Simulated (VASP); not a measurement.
# TiAl (P-6m2) in VASP: further runs

TiAl is run at these levels: PBEsol; tasks: single point.

Everything below comes from runs of VASP 6.6.1. Logs are shortened: lines on timing, memory, paths and dates and some standing lists are left out, and cuts for length are marked.

### 1 The cell of the first run

Symmetry: P-6m2, No. 187, hexagonal system. Conventional cell: a = 2.933 Å, b = 2.933 Å, c = 4.373 Å, α = 90.00°, β = 90.00°, γ = 120.00°. Ti (site symmetry -6m2) has 6 Al at 2.77 Å and 6 Ti at 2.93 Å within 3.6 Å. Al (site symmetry -6m2) has 6 Ti at 2.77 Å and 6 Al at 2.93 Å within 3.6 Å.

### 2 Single point, PBEsol

INCAR reads:

```
PREC = Accurate
ENCUT = 520
EDIFF = 1E-6
ISMEAR = 0
SIGMA = 0.15
LREAL = F
LASPH = T
NELM = 80
ALGO = Normal
ISIF = 2
LWAVE = F
LCHARG = F
GGA = PS
NBANDS = 14
```

KPOINTS reads:

```
Automatic mesh
0
Gamma
  18 18 10
```

POSCAR reads:

```
TiAl
1.0
    2.9330000000      0.0000000000      0.0000000000
   -1.4665000000      2.5400525093      0.0000000000
    0.0000000000      0.0000000000      4.3728000000
Ti Al
1 1
Direct
    0.0000000000      0.0000000000      0.0000000000
    0.3333333333      0.6666666667      0.5000000000
```

Potentials or basis: VASP PAW PBE potentials, release 64 (Ti_sv, Al).

On the command line:

```
cat potpaw_PBE.64/Ti_sv/POTCAR potpaw_PBE.64/Al/POTCAR > POTCAR
mpirun -np 1 vasp_std > vasp.out
```

OUTCAR:

```text
PREC = Accurate
   ENCUT = 520
   EDIFF = 1E-6
   ISMEAR = 0
   LREAL = F
   LASPH = T
   NELM = 80
   ISIF = 2
   GGA = PS

 ion  position               nearest neighbor table
   1  0.000  0.000  0.000-   2 2.77   2 2.77   2 2.77   2 2.77   2 2.77   2 2.77
   2  0.333  0.667  0.500-   1 2.77   1 2.77   1 2.77   1 2.77   1 2.77   1 2.77

  LATTYP: Found a hexagonal cell.
 ALAT       =     2.9330000000
 C/A-ratio  =     1.4908966928

  Lattice vectors:

 A1 = (   2.9330000000,   0.0000000000,   0.0000000000)
 A2 = (  -1.4665000000,   2.5400525093,   0.0000000000)
 A3 = (   0.0000000000,   0.0000000000,   4.3728000000)

Analysis of symmetry for initial positions (statically):
=====================================================================
 Subroutine PRICEL returns:
 Original cell was already a primitive cell.

 Routine SETGRP: Setting up the symmetry group for a
 hexagonal supercell.

 Subroutine GETGRP returns: Found 12 space group operations
 (whereof 12 operations were pure point group operations)
 out of a pool of 24 trial point group operations.

The static configuration has the point symmetry D_3h.

Analysis of symmetry for dynamics (positions and initial velocities):
=====================================================================
 Subroutine PRICEL returns:
 Original cell was already a primitive cell.

 Routine SETGRP: Setting up the symmetry group for a
 hexagonal supercell.

 Subroutine GETGRP returns: Found 12 space group operations
 (whereof 12 operations were pure point group operations)
 out of a pool of 24 trial point group operations.

The dynamic configuration has the point symmetry D_3h.

 Subroutine INISYM returns: Found 12 space group operations
 (whereof 12 operations are pure point group operations),
 and found     1 'primitive' translations

----------------------------------------------------------------------------------------

                                     Primitive cell

  volume of cell :      32.5772

  direct lattice vectors                    reciprocal lattice vectors
     2.933000000  0.000000000  0.000000000     0.340947835  0.196846324  0.000000000
    -1.466500000  2.540052509  0.000000000     0.000000000  0.393692649  0.000000000
     0.000000000  0.000000000  4.372800000     0.000000000  0.000000000  0.228686425

  length of vectors
     2.933000000  2.933000000  4.372800000     0.393692649  0.393692649  0.228686425

  position of ions in fractional coordinates (direct lattice)
     0.000000000  0.000000000  0.000000000
     0.333333333  0.666666667  0.500000000

  ion indices of the primitive-cell ions
   primitive index   ion index
                 1           1
                 2           2

----------------------------------------------------------------------------------------

 KPOINTS: Automatic mesh

Automatic generation of k-mesh.
 Grid dimensions read from file:
 generate k-points for:   18   18   10

 Generating k-lattice:

  Cartesian coordinates                     Fractional coordinates (reciprocal lattice)
     0.018941546  0.010935907  0.000000000     0.055555556  0.000000000  0.000000000
     0.000000000  0.021871814  0.000000000     0.000000000  0.055555556  0.000000000
     0.000000000  0.000000000  0.022868643     0.000000000  0.000000000  0.100000000

  Length of vectors
     0.021871814  0.021871814  0.022868643

  Shift w.r.t. Gamma in fractional coordinates (k-lattice)
     0.000000000  0.000000000  0.000000000

 Subroutine IBZKPT returns following result:
 ===========================================

 Found    222 irreducible k-points:

 Following reciprocal coordinates:
            Coordinates               Weight
  0.000000  0.000000  0.000000      1.000000
  0.055556  0.000000  0.000000      6.000000
  0.111111  0.000000  0.000000      6.000000
  0.166667  0.000000  0.000000      6.000000
  0.222222  0.000000  0.000000      6.000000
  0.277778  0.000000  0.000000      6.000000
[... 16 lines left out ...]
  0.333333  0.111111  0.000000     12.000000
  0.388889  0.111111  0.000000     12.000000
 [... further k-points ...]
   k-points           NKPTS =    222   k-points in BZ     NKDIM =    222   number of bands    NBANDS=     14
   number of dos      NEDOS =    301   number of ions     NIONS =      2
   total plane-waves  NPLWV =  20736
   dimension x,y,z NGX =    24 NGY =   24 NGZ =   36
   dimension x,y,z NGXF=    48 NGYF=   48 NGZF=   72
   ions per type =               1   1
   NGX,Y,Z   is equivalent  to a cutoff of  13.60, 13.60, 13.69 a.u.
   NGXF,Y,Z  is equivalent  to a cutoff of  27.21, 27.21, 27.37 a.u.
 SYSTEM =  unknown system
   PREC   = accura    normal or accurate (medium, high low for compatibility)
   ISTART =      0    job   : 0-new  1-cont  2-samecut
   ICHARG =      2    charge: 1-file 2-atom 10-const
   ISPIN  =      1    spin polarized calculation?
   LNONCOLLINEAR =      F non collinear calculations
   LSORBIT =      F    spin-orbit coupling
   LASPH  =      T    aspherical Exc in radial PAW
   ENCUT  =  520.0 eV  38.22 Ry    6.18 a.u.   5.45  5.45  8.13*2*pi/ulx,y,z
   NELM   =     80;   NELMIN=  2; NELMDL= -5     # of ELM steps
   EDIFF  = 0.1E-05   stopping-criterion for ELM
   LREAL  =      F    real-space projection
   EDIFFG = 0.1E-04   stopping-criterion for IOM
   NSW    =      0    number of steps for IOM
   IBRION =     -1    ionic relax: 0-MD 1-quasi-New 2-CG
   NFREE  =      0    steps in history (QN), initial steepest desc. (CG)
   ISIF   =      2    stress and relaxation
   ISYM   =      2    0-nonsym 1-usesym 2-fastsym
   POTIM  = 0.5000    time-step for ionic-motion
   TEBEG  =    0.0;   TEEND  =   0.0 temperature during run
   PSTRESS=    0.0 pullay stress
   NELECT =      15.0000    total number of electrons
   NUPDOWN=      -1.0000    fix difference up-down
   EMIN   =  10.00;   EMAX   =-10.00  energy-range for DOS
   EFERMI =   0.00;   METHOD = LEGACY
   ISMEAR =     0;   SIGMA  =   0.15  broadening in eV -4-tet -1-fermi 0-gaus
   EFERMI_NEDOS =   21; number of points for ismear=-14 and -15
   IALGO  =     38    algorithm
   IMIX   =      4    mixing-type and parameters
     AMIX     =   0.40;   BMIX     =  1.00
     AMIX_MAG =   1.60;   BMIX_MAG =  1.00
  volume/ion in A,a.u.               =      16.29       109.92
  Fermi-wavevector in a.u.,A,eV,Ry     =   1.264155  2.388907 21.743319  1.598089
  Thomas-Fermi vector in A             =   2.397475
   LORBIT       =      0    0 simple, 1 ext, 2 COOP (PROOUT), +10 PAW based schemes
   GGA     = PS    functional components
   LHFCALC =     F    Hartree Fock is set to
   AEXX    =    0.0000 exact exchange contribution
   IVDW    =     0    specifies the selected vdW correction
   LEPSILON=     F    determine dielectric tensor
   LRPA    =     F    only Hartree local field effects (RPA)
 non-spin polarized calculation
 Gauss-broadening in eV      SIGMA  =   0.15
  energy-cutoff  :      520.00
  volume of cell :       32.58
 maximum number of plane-waves:       911
 NGX is ok and might be reduce to    24
   NGX = 11   NGY = 11   NGZ = 17

 number of electron      15.0000000 magnetization

 Free energy of the ion-electron system (eV)
  ---------------------------------------------------
  ext. energy  EPLUGINS =         0.00000000
  ---------------------------------------------------
  free energy    TOTEN  =       -12.88438431 eV

  energy without entropy =      -12.85333021  energy(sigma->0) =      -12.86885726

 E-fermi :   7.9349     XC(G=0): -11.1284

 val. band max:        7.9324031405   @ k =   0.3333   0.3333   0.2000
 cond. band min:       7.9358074500   @ k =   0.1667   0.0000   0.3000
 fundamental gap:      0.0034043095
 Fermi energy:         7.9349072167

 k-point     1 :       0.0000    0.0000    0.0000
  band No.  band energies     occupation
      1     -48.3410      2.00000
      2     -24.7803      2.00000
      3     -24.4006      2.00000
      4     -24.4006      2.00000
      5      -0.9084      2.00000
      6       5.9413      2.00000
      7       6.8903      2.00000
      8       9.1501      0.00000
      9       9.1501      0.00000
     10      10.4846      0.00000
     11      10.4846      0.00000
     12      13.0216      0.00000
     13      20.0384      0.00000
     14      20.0384      0.00000

 k-point     2 :       0.0556    0.0000    0.0000
  band No.  band energies     occupation
      1     -48.3388      2.00000
      2     -24.7779      2.00000
      3     -24.4154      2.00000
      4     -24.4040      2.00000
      5      -0.8343      2.00000
      6       6.0136      2.00000
      7       6.8725      2.00000
      8       9.0751      0.00000
      9       9.2084      0.00000
     10      10.4635      0.00000
     11      10.5367      0.00000
     12      13.0298      0.00000
     13      18.9233      0.00000
     14      19.3684      0.00000

 k-point     3 :       0.1111    0.0000    0.0000
  band No.  band energies     occupation
      1     -48.3324      2.00000
      2     -24.7712      2.00000
      3     -24.4579      2.00000
      4     -24.4137      2.00000
      5      -0.6134      2.00000
      6       6.2206      2.00000
      7       6.8236      2.00000
      8       8.8674      0.00000
      9       9.3798      0.00000
     10      10.4031      0.00000
     11      10.6877      0.00000
     12      13.0487      0.00000
     13      17.2522      0.00000
     14      18.4903      0.00000
[... 324 lines left out ...]
 k-point    23 :       0.3333    0.1111    0.0000
  band No.  band energies     occupation
      1     -48.2726      2.00000
      2     -24.8127      2.00000
      3     -24.7087      2.00000
      4     -24.5307      2.00000
      5       2.6753      2.00000
      6       6.5381      2.00000
      7       6.6035      2.00000
      8       7.3716      2.00000
      9       9.4900      0.00000
     10      10.8474      0.00000
     11      12.1164      0.00000
     12      12.7527      0.00000
     13      13.5634      0.00000
     14      14.4272      0.00000

 k-point    24 :       0.3889    0.1111    0.0000
  band No.  band energies     occupation
      1     -48.2665      2.00000
      2     -24.8476      2.00000
      3     -24.7023      2.00000
      4     -24.5429      2.00000
      5       3.5829      2.00000
      6       5.7330      2.00000
      7       6.6036      2.00000
      8       7.1809      2.00000
      9       9.3833      0.00000
     10      11.0894      0.00000
     11      12.1436      0.00000
     12      13.0889      0.00000
     13      13.4285      0.00000
     14      14.6733      0.00000

 [... further k-points ...]

------------------------ aborting loop because EDIFF is reached ----------------------------------------

  FORCE on cell =-STRESS in cart. coord.  units (eV):
  Direction    XX          YY          ZZ          XY          YZ          ZX
  --------------------------------------------------------------------------------------
  -------------------------------------------------------------------------------------
  Total       -0.4832829     -0.4832829      1.6687115      0.0000000      0.0000000      0.0000000
  in kB      -23.7682715    -23.7682715     82.0686832      0.0000000      0.0000000      0.0000000
  external PRESSURE =      11.5107134 kB  Pullay stress =       0.0000000 kB

 VOLUME and BASIS-vectors are now :
 -----------------------------------------------------------------------------
  energy-cutoff  :      520.00
  volume of cell :       32.58
      direct lattice vectors                 reciprocal lattice vectors
     2.933000000  0.000000000  0.000000000     0.340947835  0.196846324  0.000000000
    -1.466500000  2.540052509  0.000000000     0.000000000  0.393692649  0.000000000
     0.000000000  0.000000000  4.372800000     0.000000000  0.000000000  0.228686425

 POSITION                                       TOTAL-FORCE (eV/Angst)
 -----------------------------------------------------------------------------------
      0.00000      0.00000      0.00000        -0.000000      0.000000      0.000000
     -0.00000      1.69337      2.18640         0.000000     -0.000000      0.000000
 -----------------------------------------------------------------------------------
    total drift:                                0.000000     -0.000000      0.000000

  FREE ENERGIE OF THE ION-ELECTRON SYSTEM (eV)
  ---------------------------------------------------
  free  energy   TOTEN  =       -12.8843843099 eV

  energy  without entropy=      -12.8533302059  energy(sigma->0) =      -12.86885726
```

Run time: 36 s. Hardware: 1 thread of Intel Xeon 6975P-C (Granite Rapids), shared host; peak memory 0.23 GiB.

What came out:

* Free energy: -12.8844 eV
* Pressure: 1.2 GPa
* Band gap on the k mesh: zero (an odd number of electrons rules out a gap without spin polarisation)

Caveat: the stress differs along the axes, from -2 to 8 GPa; the PAW data sets were made with another functional, which shifts forces and pressure a little.

### 3 Single point, PBEsol

This run uses another cell than the first one, of 16.39 Å³/atom.

INCAR reads:

```
PREC = Accurate
ENCUT = 520
EDIFF = 1E-6
ISMEAR = 0
SIGMA = 0.15
LREAL = False
LASPH = True
NELM = 80
ALGO = Normal
ISIF = 2
LWAVE = False
LCHARG = False
GGA = PS
NBANDS = 14
```

KPOINTS reads:

```
regular mesh
0
Gamma
  18 18 10
```

POSCAR reads:

```
TiAl
1.0
    2.7052000000      0.0000000000      0.0000000000
   -1.3526000000      2.3427719223      0.0000000000
    0.0000000000      0.0000000000      5.1735000000
Ti Al
1 1
Direct
    0.0000000000      0.0000000000      0.0000000000
    0.3333333333      0.6666666667      0.5000000000
```

Potentials or basis: VASP PAW PBE potentials, release 64 (Ti_sv, Al).

On the command line:

```
cat potpaw_PBE.64/Ti_sv/POTCAR potpaw_PBE.64/Al/POTCAR > POTCAR
mpirun -np 1 vasp_std > vasp.out
```

Wall time 34 s (1 thread of Intel Xeon 6975P-C (Granite Rapids), shared host); peak memory 0.22 GiB.

Results (log left out):

* Free energy: -12.6286 eV
* Pressure: -0.1 GPa
* Band gap on the k mesh: zero (an odd number of electrons rules out a gap without spin polarisation)

Stress tensor (GPa, compression positive):
```
  9.62   0.00   0.00
  0.00   9.62   0.00
  0.00   0.00 -19.50
```

Levels at points of the mesh, in eV from the Fermi level:
```tsv
k point	band 3	band 4	band 5	band 6	band 7	band 8	band 9	band 10	band 11	band 12
(0.00, 0.00, 0.00)	-32.15	-32.15	-9.49	-3.13	-3.06	1.23	1.23	2.01	3.14	3.14
(0.50, 0.00, 0.00)	-32.67	-32.37	-3.66	-2.57	-1.82	-1.54	2.39	3.45	3.52	4.51
(0.00, 0.00, 0.50)	-32.15	-32.15	-8.95	-5.70	-1.43	1.23	1.23	3.12	3.12	4.20
(0.50, 0.00, 0.50)	-32.68	-32.37	-3.58	-2.67	-2.17	0.64	0.94	1.62	2.33	4.51
```

Caveat: the stress differs along the axes, from -20 to 10 GPa; the PAW data sets were made with another functional, which shifts forces and pressure a little.

(Part 1 of 2 ends here.)
